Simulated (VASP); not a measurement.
# Co (Fm-3m) in VASP: notebook

Runs on Co. Level: r2SCAN. Tasks: single point.

All numbers are computed with VASP 6.6.1; they aren't measurements. Logs are shortened: lines on timing, memory, paths and dates and some standing lists are left out, and cuts for length are marked.

## Step 1: The cell of the first run

Symmetry: Fm-3m, No. 225, cubic system. The conventional cell has a = 3.583 Å, b = 3.583 Å, c = 3.583 Å, α = 90.00°, β = 90.00°, γ = 90.00°. Co (site symmetry m-3m) has 12 Co at 2.53 Å within 3.3 Å.

## Step 2: Single point, r2SCAN, collinear spin, ferromagnetic start

POSCAR

```
Co
1.0
    0.0000000000      1.7917000000      1.7917000000
    1.7917000000      0.0000000000      1.7917000000
    1.7917000000      1.7917000000      0.0000000000
Co
1
Direct
    0.0000000000      0.0000000000      0.0000000000
```

INCAR.step1

```
ALGO = Normal
EDIFF = 1E-4
ENCUT = 520
GGA = PE
ISMEAR = 0
ISPIN = 2
LASPH = True
LCHARG = False
LMAXMIX = 4
LREAL = False
LWAVE = True
MAGMOM = 0.46
NBANDS = 14
NELM = 150
NUPDOWN = 0.46
PREC = Accurate
SIGMA = 0.1
```

INCAR.step2

```
ALGO = Normal
EDIFF = 1E-7
ENCUT = 520
ISIF = 2
ISMEAR = 0
ISPIN = 2
ISTART = 1
LASPH = True
LCHARG = False
LMAXMIX = 4
LMIXTAU = True
LORBIT = 11
LREAL = False
LWAVE = False
MAGMOM = 0.46
METAGGA = R2SCAN
NBANDS = 14
NELM = 150
NUPDOWN = 0.46
PREC = Accurate
SIGMA = 0.1
```

KPOINTS

```
k-points
0
Gamma
  14 14 14
```

Potentials or basis: VASP PAW PBE potentials, release 64 (Co).

The run is started by

```bash
$ cat potpaw_PBE.64/Co/POTCAR > POTCAR
$ cp INCAR.step1 INCAR
$ mpirun -np 1 vasp_std > vasp.out
$ cp INCAR.step2 INCAR
$ mpirun -np 1 vasp_std > vasp.out
```

OUTCAR:

```text
EDIFF = 1E-7
   ENCUT = 520
   ISIF = 2
   ISMEAR = 0
   ISPIN = 2
   ISTART = 1
   LASPH = True
   LORBIT = 11
   LREAL = False
   METAGGA = R2SCAN
   NELM = 150
   NUPDOWN = 0.46
   PREC = Accurate

 ion  position               nearest neighbor table
   1  0.000  0.000  0.000-

  LATTYP: Found a face centered cubic cell.
 ALAT       =     3.5834000000

  Lattice vectors:

 A1 = (   0.0000000000,   1.7917000000,   1.7917000000)
 A2 = (   1.7917000000,   0.0000000000,   1.7917000000)
 A3 = (   1.7917000000,   1.7917000000,   0.0000000000)

Analysis of symmetry for initial positions (statically):
=====================================================================
 Subroutine PRICEL returns:
 Original cell was already a primitive cell.

 Routine SETGRP: Setting up the symmetry group for a
 face centered cubic supercell.

 Subroutine GETGRP returns: Found 48 space group operations
 (whereof 48 operations were pure point group operations)
 out of a pool of 48 trial point group operations.

The static configuration has the point symmetry O_h .

Analysis of symmetry for dynamics (positions and initial velocities):
=====================================================================
 Subroutine PRICEL returns:
 Original cell was already a primitive cell.

 Routine SETGRP: Setting up the symmetry group for a
 face centered cubic supercell.

 Subroutine GETGRP returns: Found 48 space group operations
 (whereof 48 operations were pure point group operations)
 out of a pool of 48 trial point group operations.

The dynamic configuration has the point symmetry O_h .

Analysis of structural, dynamic, and magnetic symmetry:
=====================================================================
 Subroutine PRICEL returns:
 Original cell was already a primitive cell.

 Routine SETGRP: Setting up the symmetry group for a
 face centered cubic supercell.

 Subroutine GETGRP returns: Found 48 space group operations
 (whereof 48 operations were pure point group operations)
 out of a pool of 48 trial point group operations.

The overall configuration has the point symmetry O_h .

 Subroutine INISYM returns: Found 48 space group operations
 (whereof 48 operations are pure point group operations),
 and found     1 'primitive' translations

----------------------------------------------------------------------------------------

                                     Primitive cell

  volume of cell :      11.5034

  direct lattice vectors                    reciprocal lattice vectors
     0.000000000  1.791700000  1.791700000    -0.279064576  0.279064576  0.279064576
     1.791700000  0.000000000  1.791700000     0.279064576 -0.279064576  0.279064576
     1.791700000  1.791700000  0.000000000     0.279064576  0.279064576 -0.279064576

  length of vectors
     2.533846440  2.533846440  2.533846440     0.483354023  0.483354023  0.483354023

  position of ions in fractional coordinates (direct lattice)
     0.000000000  0.000000000  0.000000000

  ion indices of the primitive-cell ions
   primitive index   ion index
                 1           1

----------------------------------------------------------------------------------------

 KPOINTS: k-points

Automatic generation of k-mesh.
 Grid dimensions read from file:
 generate k-points for:   14   14   14

 Generating k-lattice:

  Cartesian coordinates                     Fractional coordinates (reciprocal lattice)
    -0.019933184  0.019933184  0.019933184     0.071428571  0.000000000  0.000000000
     0.019933184 -0.019933184  0.019933184     0.000000000  0.071428571  0.000000000
     0.019933184  0.019933184 -0.019933184     0.000000000  0.000000000  0.071428571

  Length of vectors
     0.034525287  0.034525287  0.034525287

  Shift w.r.t. Gamma in fractional coordinates (k-lattice)
     0.000000000  0.000000000  0.000000000

 Subroutine IBZKPT returns following result:
 ===========================================

 Found    104 irreducible k-points:

 Following reciprocal coordinates:
            Coordinates               Weight
  0.000000  0.000000  0.000000      1.000000
  0.071429  0.000000  0.000000      8.000000
  0.142857  0.000000  0.000000      8.000000
  0.214286  0.000000  0.000000      8.000000
  0.285714  0.000000  0.000000      8.000000
  0.357143  0.000000  0.000000      8.000000
[... 16 lines left out ...]
  0.214286  0.142857  0.000000     24.000000
  0.285714  0.142857  0.000000     24.000000
 [... further k-points ...]
   k-points           NKPTS =    104   k-points in BZ     NKDIM =    104   number of bands    NBANDS=     14
   number of dos      NEDOS =    301   number of ions     NIONS =      1
   total plane-waves  NPLWV =   8000
   dimension x,y,z NGX =    20 NGY =   20 NGZ =   20
   dimension x,y,z NGXF=    40 NGYF=   40 NGZF=   40
   ions per type =               1
   NGX,Y,Z   is equivalent  to a cutoff of  13.12, 13.12, 13.12 a.u.
   NGXF,Y,Z  is equivalent  to a cutoff of  26.24, 26.24, 26.24 a.u.
 SYSTEM =  unknown system
   PREC   = accura    normal or accurate (medium, high low for compatibility)
   ISTART =      1    job   : 0-new  1-cont  2-samecut
   ICHARG =      0    charge: 1-file 2-atom 10-const
   ISPIN  =      2    spin polarized calculation?
   LNONCOLLINEAR =      F non collinear calculations
   LSORBIT =      F    spin-orbit coupling
   LASPH  =      T    aspherical Exc in radial PAW
   ENCUT  =  520.0 eV  38.22 Ry    6.18 a.u.   4.71  4.71  4.71*2*pi/ulx,y,z
   NELM   =    150;   NELMIN=  2; NELMDL=  0     # of ELM steps
   EDIFF  = 0.1E-06   stopping-criterion for ELM
   LREAL  =      F    real-space projection
   EDIFFG = 0.1E-05   stopping-criterion for IOM
   NSW    =      0    number of steps for IOM
   IBRION =     -1    ionic relax: 0-MD 1-quasi-New 2-CG
   NFREE  =      0    steps in history (QN), initial steepest desc. (CG)
   ISIF   =      2    stress and relaxation
   ISYM   =      2    0-nonsym 1-usesym 2-fastsym
   POTIM  = 0.5000    time-step for ionic-motion
   TEBEG  =    0.0;   TEEND  =   0.0 temperature during run
   PSTRESS=    0.0 pullay stress
   NELECT =       9.0000    total number of electrons
   NUPDOWN=       0.4600    fix difference up-down
   EMIN   =  10.00;   EMAX   =-10.00  energy-range for DOS
   EFERMI =   0.00;   METHOD = LEGACY
   ISMEAR =     0;   SIGMA  =   0.10  broadening in eV -4-tet -1-fermi 0-gaus
   EFERMI_NEDOS =   21; number of points for ismear=-14 and -15
   IALGO  =     38    algorithm
   IMIX   =      4    mixing-type and parameters
     AMIX     =   0.40;   BMIX     =  1.00
     AMIX_MAG =   1.60;   BMIX_MAG =  1.00
  volume/ion in A,a.u.               =      11.50        77.63
  Fermi-wavevector in a.u.,A,eV,Ry     =   1.508506  2.850663 30.961286  2.275590
  Thomas-Fermi vector in A             =   2.618951
   LORBIT       =     11    0 simple, 1 ext, 2 COOP (PROOUT), +10 PAW based schemes
   METAGGA = R2SCAN    functional components
   LHFCALC =     F    Hartree Fock is set to
   AEXX    =    0.0000 exact exchange contribution
   IVDW    =     0    specifies the selected vdW correction
   LEPSILON=     F    determine dielectric tensor
   LRPA    =     F    only Hartree local field effects (RPA)
 spin polarized calculation
 Gauss-broadening in eV      SIGMA  =   0.10
  energy-cutoff  :      520.00
  volume of cell :       11.50
 maximum number of plane-waves:       331
   NGX =  9   NGY =  9   NGZ =  9

 number of electron       9.0000006 magnetization       0.4600000

 Free energy of the ion-electron system (eV)
  ---------------------------------------------------
  ext. energy  EPLUGINS =         0.00000000
  ---------------------------------------------------
  free energy    TOTEN  =       -12.62199392 eV

  energy without entropy =      -12.60652604  energy(sigma->0) =      -12.61425998

 E-fermi :   9.2951     XC(G=0): -14.2175

 val. band max:        9.2946960059   @ k =   0.2143   0.1429   0.0000
 cond. band min:       8.9021783117   @ k =  -0.4286   0.2857   0.1429
 fundamental gap:     -0.3925176942
 Fermi energy:         8.8997539600

 spin component 1

 k-point     1 :       0.0000    0.0000    0.0000
  band No.  band energies     occupation
      1       0.3901      1.00000
      2       7.2002      1.00000
      3       7.2002      1.00000
      4       7.2002      1.00000
      5       7.9790      1.00000
      6       7.9790      1.00000
      7      32.7716      0.00000
      8      37.1711      0.00000
      9      37.1711      0.00000
     10      37.1711      0.00000
     11      39.8262      0.00000
     12      39.8262      0.00000
     13      39.8263      0.00000
     14      42.5815      0.00000

 k-point     2 :       0.0714    0.0000    0.0000
  band No.  band energies     occupation
      1       0.5918      1.00000
      2       7.1427      1.00000
      3       7.2463      1.00000
      4       7.2463      1.00000
      5       7.9607      1.00000
      6       7.9607      1.00000
      7      32.1582      0.00000
      8      35.0377      0.00000
      9      36.7123      0.00000
     10      36.7123      0.00000
     11      40.4919      0.00000
     12      40.4919      0.00000
     13      40.9720      0.00000
     14      43.3060      0.00000
[... 343 lines left out ...]
      1       2.1081      1.00000
      2       6.6191      1.00000
      3       7.4074      1.00000
      4       7.6288      1.00000
      5       7.8154      1.00000
      6       8.2241      1.00000
      7      28.7185      0.00000
      8      31.5261      0.00000
      9      31.7682      0.00000
     10      34.0538      0.00000
     11      38.9910      0.00000
     12      43.4256      0.00000
     13      43.7253      0.00000
     14      45.1834      0.00000

 k-point    24 :       0.2857    0.1429    0.0000
  band No.  band energies     occupation
      1       3.0446      1.00000
      2       6.4629      1.00000
      3       7.1749      1.00000
      4       7.6046      1.00000
      5       8.2426      1.00000
      6       8.4636      1.00000
      7      25.1556      0.00000
      8      30.7261      0.00000
      9      31.0363      0.00000
     10      34.0115      0.00000
     11      39.4010      0.00000
     12      42.7656      0.00000
     13      43.5983      0.00000
     14      44.7712      0.00000

 [... further k-points ...]

 spin component 2

 k-point     1 :       0.0000    0.0000    0.0000
  band No.  band energies     occupation
      1       0.1767      1.00000
      2       7.6504      1.00000
      3       7.6504      1.00000
      4       7.6505      1.00000
      5       9.0747      0.99909
      6       9.0747      0.99909
      7      32.7089      0.00000
      8      37.4133      0.00000
      9      37.4133      0.00000
     10      37.4133      0.00000
     11      39.9394      0.00000
     12      39.9394      0.00000
     13      39.9394      0.00000
     14      42.7666      0.00000

 k-point     2 :       0.0714    0.0000    0.0000
  band No.  band energies     occupation
      1       0.3799      1.00000
      2       7.5868      1.00000
      3       7.6996      1.00000
      4       7.6996      1.00000
      5       9.0525      0.99970
      6       9.0525      0.99970
      7      32.1312      0.00000
      8      35.1704      0.00000
      9      36.9300      0.00000
     10      36.9301      0.00000
     11      40.6283      0.00000
     12      40.6283      0.00000
     13      41.0133      0.00000
     14      44.5890      0.00000
[... 343 lines left out ...]
      1       1.9190      1.00000
      2       7.0261      1.00000
      3       8.0826      1.00000
      4       8.1293      1.00000
      5       8.6273      1.00000
      6       9.2947      0.50238
      7      28.7963      0.00000
      8      31.6854      0.00000
      9      31.7730      0.00000
     10      34.1252      0.00000
     11      39.3935      0.00000
     12      43.6116      0.00000
     13      45.3580      0.00000
     14      45.7326      0.00000

 k-point    24 :       0.2857    0.1429    0.0000
  band No.  band energies     occupation
      1       2.8895      1.00000
      2       6.8456      1.00000
      3       7.9482      1.00000
      4       8.2196      1.00000
      5       8.9170      1.00000
      6       9.4240      0.03422
      7      25.2465      0.00000
      8      30.8792      0.00000
      9      31.0207      0.00000
     10      34.1510      0.00000
     11      39.7407      0.00000
     12      42.8857      0.00000
     13      44.9598      0.00000
     14      45.5846      0.00000

 [... further k-points ...]
[... 5 lines left out ...]
  --------------------------------------------------------------------------------------
  -------------------------------------------------------------------------------------
  Total       -1.9931031     -1.9931031     -1.9931031      0.0000000     -0.0000000      0.0000000
  in kB     -277.5968162   -277.5968162   -277.5968162      0.0000000     -0.0000000      0.0000000
  external PRESSURE =    -277.5968162 kB  Pullay stress =       0.0000000 kB

 VOLUME and BASIS-vectors are now :
 -----------------------------------------------------------------------------
  energy-cutoff  :      520.00
  volume of cell :       11.50
      direct lattice vectors                 reciprocal lattice vectors
     0.000000000  1.791700000  1.791700000    -0.279064576  0.279064576  0.279064576
     1.791700000  0.000000000  1.791700000     0.279064576 -0.279064576  0.279064576
     1.791700000  1.791700000  0.000000000     0.279064576  0.279064576 -0.279064576

 POSITION                                       TOTAL-FORCE (eV/Angst)
 -----------------------------------------------------------------------------------
      0.00000      0.00000      0.00000        -0.000000     -0.000000     -0.000000
 -----------------------------------------------------------------------------------
    total drift:                                0.000000     -0.000000      0.000000

  FREE ENERGIE OF THE ION-ELECTRON SYSTEM (eV)
  ---------------------------------------------------
  free  energy   TOTEN  =       -12.6219939160 eV

  energy  without entropy=      -12.6065260414  energy(sigma->0) =      -12.61425998

 total charge

# of ion       s       p       d       tot
------------------------------------------
    1        0.479   0.488   7.242   8.209

 magnetization (x)

# of ion       s       p       d       tot
------------------------------------------
    1       -0.006  -0.028   0.522   0.488
```

Run time: 7.3 min. Hardware: 1 thread of Intel Xeon Platinum 8488C (Sapphire Rapids), shared host; peak memory 0.16 GiB.

What came out:

- Free energy: -12.6220 eV
- Pressure: -27.8 GPa
- Net moment: 0.46 μB per cell
- Site moments: Co +0.49 μB
- Valence electrons inside the program's atomic spheres: Co 8.21

Caveat: the PAW data sets were made with another functional, which shifts forces and pressure a little; the total moment is fixed, so each spin has its own Fermi level.

(Part 1 of 2 ends here.)
